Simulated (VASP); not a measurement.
# Zr (Im-3m) in VASP: a series of runs

The runs below take Zr through single point, relaxation of cell and atoms, with PBE+D3(BJ).

All numbers are computed with VASP 6.6.1; they aren't measurements. Logs are shortened: lines on timing, memory, paths and dates and some standing lists are left out, and cuts for length are marked.

### Step 1. The cell of the first run

It takes space group Im-3m (No. 229, cubic). Conventional cell: a = 3.520 Å, b = 3.520 Å, c = 3.520 Å, α = 90.00°, β = 90.00°, γ = 90.00°. Within 4.0 Å of Zr (site symmetry m-3m) lie 14 Zr at 3.05 to 3.52 Å.

### Step 2. Single point, PBE+D3(BJ)

File INCAR:

```
SYSTEM = Zr
PREC = Accurate
ENCUT = 520
EDIFF = 1E-6
ISMEAR = 0
SIGMA = 0.1
LREAL = .False.
LASPH = .True.
NELM = 100
ALGO = Normal
ISIF = 2
LWAVE = .False.
LCHARG = .False.
GGA = PE
IVDW = 12
NBANDS = 12
```

File KPOINTS:

```
regular mesh
0
Gamma
  16 16 16
  0 0 0
```

File POSCAR:

```
Zr
1.0
   -1.7599253590      1.7599253590      1.7599253590
    1.7599253590     -1.7599253590      1.7599253590
    1.7599253590      1.7599253590     -1.7599253590
Zr
1
Direct
    0.0000000000      0.0000000000      0.0000000000
```

Potentials or basis: VASP PAW PBE potentials, release 64 (Zr_sv).

The run is started by

```console
> cat potpaw_PBE.64/Zr_sv/POTCAR > POTCAR
> mpirun -np 1 vasp_std > vasp.out
```

OUTCAR:

```text
SYSTEM = Zr
   PREC = Accurate
   ENCUT = 520
   EDIFF = 1E-6
   ISMEAR = 0
   LREAL = .False.
   LASPH = .True.
   NELM = 100
   ISIF = 2
   GGA = PE
   IVDW = 12
 IVDW          = 12

 ion  position               nearest neighbor table
   1  0.000  0.000  0.000-

  LATTYP: Found a body centered cubic cell.
 ALAT       =     3.5198507180

  Lattice vectors:

 A1 = (  -1.7599253590,   1.7599253590,   1.7599253590)
 A2 = (   1.7599253590,  -1.7599253590,   1.7599253590)
 A3 = (   1.7599253590,   1.7599253590,  -1.7599253590)

Analysis of symmetry for initial positions (statically):
=====================================================================
 Subroutine PRICEL returns:
 Original cell was already a primitive cell.

 Routine SETGRP: Setting up the symmetry group for a
 body centered cubic supercell.

 Subroutine GETGRP returns: Found 48 space group operations
 (whereof 48 operations were pure point group operations)
 out of a pool of 48 trial point group operations.

The static configuration has the point symmetry O_h .

Analysis of symmetry for dynamics (positions and initial velocities):
=====================================================================
 Subroutine PRICEL returns:
 Original cell was already a primitive cell.

 Routine SETGRP: Setting up the symmetry group for a
 body centered cubic supercell.

 Subroutine GETGRP returns: Found 48 space group operations
 (whereof 48 operations were pure point group operations)
 out of a pool of 48 trial point group operations.

The dynamic configuration has the point symmetry O_h .

 Subroutine INISYM returns: Found 48 space group operations
 (whereof 48 operations are pure point group operations),
 and found     1 'primitive' translations

----------------------------------------------------------------------------------------

                                     Primitive cell

  volume of cell :      21.8043

  direct lattice vectors                    reciprocal lattice vectors
    -1.759925359  1.759925359  1.759925359     0.000000000  0.284102958  0.284102958
     1.759925359 -1.759925359  1.759925359     0.284102958  0.000000000  0.284102958
     1.759925359  1.759925359 -1.759925359     0.284102958  0.284102958  0.000000000

  length of vectors
     3.048280139  3.048280139  3.048280139     0.401782256  0.401782256  0.401782256

  position of ions in fractional coordinates (direct lattice)
     0.000000000  0.000000000  0.000000000

  ion indices of the primitive-cell ions
   primitive index   ion index
                 1           1

----------------------------------------------------------------------------------------

 KPOINTS: regular mesh

Automatic generation of k-mesh.
 Grid dimensions read from file:
 generate k-points for:   16   16   16

 Generating k-lattice:

  Cartesian coordinates                     Fractional coordinates (reciprocal lattice)
     0.000000000  0.017756435  0.017756435     0.062500000  0.000000000  0.000000000
     0.017756435  0.000000000  0.017756435     0.000000000  0.062500000  0.000000000
     0.017756435  0.017756435  0.000000000     0.000000000  0.000000000  0.062500000

  Length of vectors
     0.025111391  0.025111391  0.025111391

  Shift w.r.t. Gamma in fractional coordinates (k-lattice)
     0.000000000  0.000000000  0.000000000

 Subroutine IBZKPT returns following result:
 ===========================================

 Found    145 irreducible k-points:

 Following reciprocal coordinates:
            Coordinates               Weight
  0.000000  0.000000  0.000000      1.000000
  0.062500  0.000000  0.000000     12.000000
  0.125000  0.000000  0.000000     12.000000
  0.187500  0.000000  0.000000     12.000000
  0.250000  0.000000  0.000000     12.000000
  0.312500  0.000000  0.000000     12.000000
[... 16 lines left out ...]
  0.187500  0.187500  0.000000     24.000000
  0.250000  0.187500  0.000000     48.000000
 [... further k-points ...]
   k-points           NKPTS =    145   k-points in BZ     NKDIM =    145   number of bands    NBANDS=     12
   number of dos      NEDOS =    301   number of ions     NIONS =      1
   total plane-waves  NPLWV =  13824
   dimension x,y,z NGX =    24 NGY =   24 NGZ =   24
   dimension x,y,z NGXF=    48 NGYF=   48 NGZF=   48
   ions per type =               1
   NGX,Y,Z   is equivalent  to a cutoff of  13.09, 13.09, 13.09 a.u.
   NGXF,Y,Z  is equivalent  to a cutoff of  26.18, 26.18, 26.18 a.u.
 SYSTEM =  Zr
   PREC   = accura    normal or accurate (medium, high low for compatibility)
   ISTART =      0    job   : 0-new  1-cont  2-samecut
   ICHARG =      2    charge: 1-file 2-atom 10-const
   ISPIN  =      1    spin polarized calculation?
   LNONCOLLINEAR =      F non collinear calculations
   LSORBIT =      F    spin-orbit coupling
   LASPH  =      T    aspherical Exc in radial PAW
   ENCUT  =  520.0 eV  38.22 Ry    6.18 a.u.   5.67  5.67  5.67*2*pi/ulx,y,z
   NELM   =    100;   NELMIN=  2; NELMDL= -5     # of ELM steps
   EDIFF  = 0.1E-05   stopping-criterion for ELM
   LREAL  =      F    real-space projection
   EDIFFG = 0.1E-04   stopping-criterion for IOM
   NSW    =      0    number of steps for IOM
   IBRION =     -1    ionic relax: 0-MD 1-quasi-New 2-CG
   NFREE  =      0    steps in history (QN), initial steepest desc. (CG)
   ISIF   =      2    stress and relaxation
   ISYM   =      2    0-nonsym 1-usesym 2-fastsym
   POTIM  = 0.5000    time-step for ionic-motion
   TEBEG  =    0.0;   TEEND  =   0.0 temperature during run
   PSTRESS=    0.0 pullay stress
   NELECT =      12.0000    total number of electrons
   NUPDOWN=      -1.0000    fix difference up-down
   EMIN   =  10.00;   EMAX   =-10.00  energy-range for DOS
   EFERMI =   0.00;   METHOD = LEGACY
   ISMEAR =     0;   SIGMA  =   0.10  broadening in eV -4-tet -1-fermi 0-gaus
   EFERMI_NEDOS =   21; number of points for ismear=-14 and -15
   IALGO  =     38    algorithm
   IMIX   =      4    mixing-type and parameters
     AMIX     =   0.40;   BMIX     =  1.00
     AMIX_MAG =   1.60;   BMIX_MAG =  1.00
  volume/ion in A,a.u.               =      21.80       147.14
  Fermi-wavevector in a.u.,A,eV,Ry     =   1.341594  2.535244 24.488767  1.799874
  Thomas-Fermi vector in A             =   2.469815
   LORBIT       =      0    0 simple, 1 ext, 2 COOP (PROOUT), +10 PAW based schemes
   GGA     = PE    functional components
   LHFCALC =     F    Hartree Fock is set to
   AEXX    =    0.0000 exact exchange contribution
   IVDW    =    12    specifies the selected vdW correction
   LEPSILON=     F    determine dielectric tensor
   LRPA    =     F    only Hartree local field effects (RPA)
 non-spin polarized calculation
 Gauss-broadening in eV      SIGMA  =   0.10
  energy-cutoff  :      520.00
  volume of cell :       21.80
 maximum number of plane-waves:       604
   NGX = 11   NGY = 11   NGZ = 11

 number of electron      12.0000000 magnetization

 Free energy of the ion-electron system (eV)
  ---------------------------------------------------
  ext. energy  EPLUGINS =         0.00000000
  ---------------------------------------------------
  free energy    TOTEN  =        -8.42606437 eV

  energy without entropy =       -8.41697719  energy(sigma->0) =       -8.42152078

 E-fermi :   9.4425     XC(G=0): -11.3770

 val. band max:        9.4397637248   @ k =   0.1250   0.1250   0.0625
 cond. band min:       9.4537464625   @ k =   0.1875   0.1875   0.0000
 fundamental gap:      0.0139827376
 Fermi energy:         9.4424994496

 k-point     1 :       0.0000    0.0000    0.0000
  band No.  band energies     occupation
      1     -38.9141      2.00000
      2     -16.3243      2.00000
      3     -16.3243      2.00000
      4     -16.3243      2.00000
      5       3.9866      2.00000
      6      10.6076      0.00000
      7      10.6076      0.00000
      8      10.6076      0.00000
      9      13.2580      0.00000
     10      13.2580      0.00000
     11      22.0561      0.00000
     12      22.0561      0.00000

 k-point     2 :       0.0625    0.0000    0.0000
  band No.  band energies     occupation
      1     -38.9067      2.00000
      2     -16.3732      2.00000
      3     -16.3389      2.00000
      4     -16.3247      2.00000
      5       4.1305      2.00000
      6      10.5092      0.00000
      7      10.5759      0.00000
      8      10.7474      0.00000
      9      13.0998      0.00000
     10      13.2554      0.00000
     11      22.1874      0.00000
     12      22.3153      0.00000

 k-point     3 :       0.1250    0.0000    0.0000
  band No.  band energies     occupation
      1     -38.8856      2.00000
      2     -16.5106      2.00000
      3     -16.3805      2.00000
      4     -16.3259      2.00000
      5       4.5406      2.00000
      6      10.2450      0.00000
      7      10.4389      0.00000
      8      11.1608      0.00000
      9      12.8068      0.00000
     10      13.2594      0.00000
     11      22.4971      0.00000
     12      23.0594      0.00000

 k-point     4 :       0.1875    0.0000    0.0000
  band No.  band energies     occupation
      1     -38.8538      2.00000
      2     -16.7112      2.00000
      3     -16.4419      2.00000
      4     -16.3278      2.00000
      5       5.1469      2.00000
      6       9.8860      0.00000
      7      10.1580      0.00000
      8      11.8297      0.00000
      9      12.6782      0.00000
     10      13.2965      0.00000
     11      22.6768      0.00000
     12      24.1206      0.00000

 k-point     5 :       0.2500    0.0000    0.0000
  band No.  band energies     occupation
      1     -38.8161      2.00000
      2     -16.9408      2.00000
      3     -16.5135      2.00000
      4     -16.3300      2.00000
      5       5.8106      2.00000
      6       9.5065      0.36549
      7       9.8860      0.00000
      8      12.7209      0.00000
      9      12.7858      0.00000
     10      13.3912      0.00000
     11      22.2951      0.00000
     12      23.9282      0.00000
[... 228 lines left out ...]
      1     -38.7161      2.00000
      2     -17.4185      2.00000
      3     -16.7396      2.00000
      4     -16.3970      2.00000
      5       6.9056      2.00000
      6       8.7844      2.00000
      7      10.4000      0.00000
      8      13.0974      0.00000
      9      14.1449      0.00000
     10      16.4301      0.00000
     11      20.2703      0.00000
     12      20.9296      0.00000

 k-point    22 :       0.4375    0.1250    0.0000
  band No.  band energies     occupation
      1     -38.7090      2.00000
      2     -17.4521      2.00000
      3     -16.7576      2.00000
      4     -16.3979      2.00000
      5       6.8835      2.00000
      6       8.7404      2.00000
      7      10.6437      0.00000
      8      13.1096      0.00000
      9      14.2514      0.00000
     10      16.8335      0.00000
     11      19.9741      0.00000
     12      20.6008      0.00000

 k-point    23 :       0.1875    0.1875    0.0000
  band No.  band energies     occupation
      1     -38.7693      2.00000
      2     -17.1371      2.00000
      3     -16.6081      2.00000
      4     -16.4112      2.00000
      5       6.7766      2.00000
      6       9.0913      2.00000
      7       9.4537      0.87362
      8      12.5026      0.00000
      9      13.9152      0.00000
     10      14.3453      0.00000
     11      22.0242      0.00000
     12      23.4776      0.00000

 k-point    24 :       0.2500    0.1875    0.0000
  band No.  band energies     occupation
      1     -38.7393      2.00000
      2     -17.2550      2.00000
      3     -16.7068      2.00000
      4     -16.4270      2.00000
      5       7.2179      2.00000
      6       8.8742      2.00000
      7       9.4962      0.44735
      8      12.7174      0.00000
      9      14.0113      0.00000
     10      15.5142      0.00000
     11      21.1523      0.00000
     12      22.8010      0.00000

 [... further k-points ...]

------------------------ aborting loop because EDIFF is reached ----------------------------------------

 Edisp (eV)   -0.56508

 E8    (eV) :    -0.2902

  FORCE on cell =-STRESS in cart. coord.  units (eV):
  Direction    XX          YY          ZZ          XY          YZ          ZX
  --------------------------------------------------------------------------------------
  -------------------------------------------------------------------------------------
  Total       0.00613     0.00613     0.00613    -0.00000    -0.00000     0.00000
  in kB       0.45019     0.45019     0.45019    -0.00000    -0.00000     0.00000
  external pressure =        0.45 kB  Pullay stress =        0.00 kB

 VOLUME and BASIS-vectors are now :
 -----------------------------------------------------------------------------
  energy-cutoff  :      520.00
  volume of cell :       21.80
      direct lattice vectors                 reciprocal lattice vectors
    -1.759925359  1.759925359  1.759925359     0.000000000  0.284102958  0.284102958
     1.759925359 -1.759925359  1.759925359     0.284102958  0.000000000  0.284102958
     1.759925359  1.759925359 -1.759925359     0.284102958  0.284102958  0.000000000

 POSITION                                       TOTAL-FORCE (eV/Angst)
 -----------------------------------------------------------------------------------
      0.00000      0.00000      0.00000        -0.000000      0.000000     -0.000000
 -----------------------------------------------------------------------------------
    total drift:                                0.000000     -0.000000      0.000000

  FREE ENERGIE OF THE ION-ELECTRON SYSTEM (eV)
  ---------------------------------------------------
  free  energy   TOTEN  =        -8.9911437984 eV

  energy  without entropy=       -8.9820566167  energy(sigma->0) =       -8.98660021
```

It took 54 s on 1 thread of AMD EPYC 7R13, shared host; peak memory 0.14 GiB.

Results:

```yaml
Free_energy: -8.9911 eV
Pressure: 0.0 GPa
Band_gap_on_the_k_mesh: zero (band 6 reaches 10.61 eV, above the bottom of band 7 at 8.66 eV)
Dispersion_energy_per_atom: -0.565 eV
```

Caveat: pairwise dispersion overbinds metals, which lowers pressure and volume.

(Part 1 of 2 ends here.)
